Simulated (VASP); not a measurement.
# GdO (F-43m) in VASP: single point with PBE+U

Aim: the single point of GdO with PBE+U.

Program: VASP 6.6.1. These are calculated values, not measurements. Logs are shortened: lines on timing, memory, paths and dates and some standing lists are left out, and cuts for length are marked.

## Step 1: The cell of the first run

The structure is cubic, space group F-43m (No. 216). Conventional cell: a = 5.397 Å, b = 5.397 Å, c = 5.397 Å, α = 90.00°, β = 90.00°, γ = 90.00°. Within 3.1 Å of Gd (site symmetry -43m) lie 4 O at 2.34 Å. Within 3.1 Å of O (site symmetry -43m) lie 4 Gd at 2.34 Å.

## Step 2: Single point, PBE+U, collinear spin, ferromagnetic start

The input, INCAR:

```
SYSTEM = GdO
PREC = Accurate
ENCUT = 520
EDIFF = 1E-6
ISMEAR = 0
SIGMA = 0.1
LREAL = .False.
LASPH = .True.
NELM = 150
ALGO = Normal
ISIF = 2
LWAVE = .False.
LCHARG = .True.
ISPIN = 2
MAGMOM = 7.72 0
LORBIT = 11
LMAXMIX = 6
LDAU = .True.
LDAUTYPE = 2
LDAUL = 3 -1
LDAUU = 6 0
LDAUJ = 0 0
LDAUPRINT = 1
GGA = PE
LELF = .True.
LVHAR = .True.
NBANDS = 23
```

The input, KPOINTS:

```
regular mesh
0
Gamma
  5 5 5
  0 0 0
```

The input, POSCAR:

```
GdO
1.0
    3.8164450472      0.0000000000      0.0000000000
   -1.9082225236      3.3051383630      0.0000000000
    1.9082225236     -1.1017127877      3.1161143323
Gd O
1 1
Direct
    0.0000000000      0.0000000000      0.0000000000
    0.2500000000      0.7500000000      0.2500000000
```

Potentials or basis: VASP PAW PBE potentials, release 64 (Gd, O).

Started as:

```console
$ cat potpaw_PBE.64/Gd/POTCAR potpaw_PBE.64/O/POTCAR > POTCAR
$ mpirun -np 1 vasp_std > vasp.out
```

OUTCAR:

```text
SYSTEM = GdO
   PREC = Accurate
   ENCUT = 520
   EDIFF = 1E-6
   ISMEAR = 0
   LREAL = .False.
   LASPH = .True.
   NELM = 150
   ISIF = 2
   ISPIN = 2
   LORBIT = 11
   GGA = PE

 ion  position               nearest neighbor table
   1  0.000  0.000  0.000-   2 2.34   2 2.34   2 2.34   2 2.34
   2  0.250  0.750  0.250-   1 2.34   1 2.34   1 2.34   1 2.34

  LATTYP: Found a face centered cubic cell.
 ALAT       =     5.3972683458

  Lattice vectors:

 A1 = (   1.9082225236,  -3.3051383630,   0.0000000000)
 A2 = (   3.8164450472,   0.0000000000,   0.0000000000)
 A3 = (   1.9082225236,  -1.1017127877,   3.1161143323)

Analysis of symmetry for initial positions (statically):
=====================================================================
 Subroutine PRICEL returns:
 Original cell was already a primitive cell.

 Routine SETGRP: Setting up the symmetry group for a
 face centered cubic supercell.

 Subroutine GETGRP returns: Found 24 space group operations
 (whereof 24 operations were pure point group operations)
 out of a pool of 48 trial point group operations.

The static configuration has the point symmetry T_d .

Analysis of symmetry for dynamics (positions and initial velocities):
=====================================================================
 Subroutine PRICEL returns:
 Original cell was already a primitive cell.

 Routine SETGRP: Setting up the symmetry group for a
 face centered cubic supercell.

 Subroutine GETGRP returns: Found 24 space group operations
 (whereof 24 operations were pure point group operations)
 out of a pool of 48 trial point group operations.

The dynamic configuration has the point symmetry T_d .

Analysis of structural, dynamic, and magnetic symmetry:
=====================================================================
 Subroutine PRICEL returns:
[... 171 lines left out ...]
  o =  0.9918  v =  0.4734  0.0000 -0.3153 -0.4234  0.0000 -0.7051 -0.0000  0.0000  0.0000  0.0000  0.0000  0.0000  0.0000  0.0000      0.0000  0.0000  0.0000  0.0000  0.0000  0.0000  0.0000  0.0000  0.0000  0.0000  0.0000  0.0000  0.0000  0.0000
  o =  0.9920  v =  0.0000  0.0000  0.9129 -0.0000 -0.0000 -0.4082 -0.0000  0.0000  0.0000  0.0000  0.0000  0.0000  0.0000  0.0000      0.0000  0.0000  0.0000  0.0000  0.0000  0.0000  0.0000  0.0000  0.0000  0.0000  0.0000  0.0000  0.0000  0.0000
  o =  0.9920  v = -0.0000 -0.3522  0.0000  0.0000  0.7875 -0.0000  0.5057  0.0000  0.0000  0.0000  0.0000  0.0000  0.0000  0.0000      0.0000  0.0000  0.0000  0.0000  0.0000  0.0000  0.0000  0.0000  0.0000  0.0000  0.0000  0.0000  0.0000  0.0000
  o =  0.9920  v = -0.0000 -0.2065  0.0000  0.0000  0.4617 -0.0000 -0.8627  0.0000  0.0000  0.0000  0.0000  0.0000  0.0000  0.0000      0.0000  0.0000  0.0000  0.0000  0.0000  0.0000  0.0000  0.0000  0.0000  0.0000  0.0000  0.0000  0.0000  0.0000
  o =  0.9983  v =  0.6667 -0.0000 -0.0000  0.7454 -0.0000 -0.0000  0.0000  0.0000  0.0000  0.0000  0.0000  0.0000  0.0000  0.0000      0.0000  0.0000  0.0000  0.0000  0.0000  0.0000  0.0000  0.0000  0.0000  0.0000  0.0000  0.0000  0.0000  0.0000

 number of electron      23.9999990 magnetization       7.9372656

 Free energy of the ion-electron system (eV)
  ---------------------------------------------------
  ext. energy  EPLUGINS =         0.00000000
  ---------------------------------------------------
  free energy    TOTEN  =       -21.69113079 eV

  energy without entropy =      -21.68716272  energy(sigma->0) =      -21.68914676

 E-fermi :   4.1334     XC(G=0): -10.0918

 val. band max:        4.1235577980   @ k =   0.4000   0.0000   0.0000
 cond. band min:       4.1577964729   @ k =   0.2000   0.0000   0.0000
 fundamental gap:      0.0342386750
 Fermi energy:         4.1333687352

 spin component 1

 k-point     1 :       0.0000    0.0000    0.0000
  band No.  band energies     occupation
      1     -41.8323      1.00000
      2     -19.0187      1.00000
      3     -19.0187      1.00000
      4     -19.0187      1.00000
      5     -15.3358      1.00000
      6      -4.4016      1.00000
[... 249 lines left out ...]
     22      12.5802      0.00000
     23      13.8253      0.00000
 Fermi energy:         4.1333687352

 spin component 2

 k-point     1 :       0.0000    0.0000    0.0000
  band No.  band energies     occupation
      1     -38.5734      1.00000
      2     -16.6106      1.00000
      3     -16.6105      1.00000
      4     -16.6105      1.00000
      5     -15.2163      1.00000
      6      -1.3779      1.00000
[... 249 lines left out ...]
     22      14.0177      0.00000
     23      15.4053      0.00000

------------------------ aborting loop because EDIFF is reached ----------------------------------------

  FORCE on cell =-STRESS in cart. coord.  units (eV):
  Direction    XX          YY          ZZ          XY          YZ          ZX
  --------------------------------------------------------------------------------------
  -------------------------------------------------------------------------------------
  Total       -0.0050889     -0.0050889     -0.0050889     -0.0000000      0.0000000     -0.0000000
  in kB       -0.2074322     -0.2074322     -0.2074322     -0.0000000      0.0000000     -0.0000000
  external PRESSURE =      -0.2074322 kB  Pullay stress =       0.0000000 kB

 VOLUME and BASIS-vectors are now :
 -----------------------------------------------------------------------------
  energy-cutoff  :      520.00
  volume of cell :       39.31
      direct lattice vectors                 reciprocal lattice vectors
     3.816445047  0.000000000  0.000000000     0.262023948  0.151279597 -0.106970829
    -1.908222524  3.305138363  0.000000000     0.000000000  0.302559194  0.106970829
     1.908222524 -1.101712788  3.116114332     0.000000000  0.000000000  0.320912487

 POSITION                                       TOTAL-FORCE (eV/Angst)
 -----------------------------------------------------------------------------------
      0.00000      0.00000      0.00000        -0.000000      0.000000      0.000000
      0.00000      2.20343      0.77903         0.000000     -0.000000     -0.000000
 -----------------------------------------------------------------------------------
    total drift:                                0.000000      0.000000      0.000000

  FREE ENERGIE OF THE ION-ELECTRON SYSTEM (eV)
  ---------------------------------------------------
  free  energy   TOTEN  =       -21.6911307881 eV

  energy  without entropy=      -21.6871627244  energy(sigma->0) =      -21.68914676

 total charge

# of ion       s       p       d       f       tot
--------------------------------------------------
    1        2.034   5.642   0.514   6.973  15.164
    2        1.567   3.436   0.000   0.000   5.004
--------------------------------------------------
tot          3.601   9.079   0.514   6.973  20.167

 magnetization (x)

# of ion       s       p       d       f       tot
--------------------------------------------------
    1        0.006  -0.057   0.208   6.914   7.071
    2        0.005  -0.001   0.000   0.000   0.004
--------------------------------------------------
tot          0.011  -0.058   0.208   6.914   7.075
```

stdout:

```text
POSCAR found type information on POSCAR GdO
 POSCAR found :  2 types and       2 ions
 scaLAPACK will be used
 LDA part: xc-table for (Slater+PW92), standard interpolation
 POSCAR, INCAR and KPOINTS ok, starting setup
 FFT: planning ... GRIDC
 FFT: planning ... GRID_SOFT
 FFT: planning ... GRID
 WAVECAR not read
 entering main loop
```

Wall time 19 s (1 thread of Intel Xeon 6975P-C, shared host); peak memory 0.18 GiB.

What came out:

```yaml
Free_energy: -21.6911 eV
Pressure: 0.0 GPa
Net_moment: 7.94 μB per cell
Site_moments: Gd +7.07; O +0.00 μB
Valence_electrons_inside_the_program's_atomic_spheres: Gd 15.16; O 5.00
```

Eigenvalues of the final occupation matrices:
```tsv
site	spin	trace	eigenvalues
site 1 f	1	6.95	0.99 0.99 0.99 0.99 0.99 0.99 1.00
site 1 f	2	0.03	0.00 0.00 0.00 0.00 0.00 0.00 0.01
```

Caveat: the k points lie up to 0.40 Å⁻¹ apart; spin-orbit coupling is left out, which moves the levels of the heavy elements; a cell with one magnetic atom can't hold antiferromagnetic order, which such compounds often take. The state reached can hang on the start; a lower one may exist.
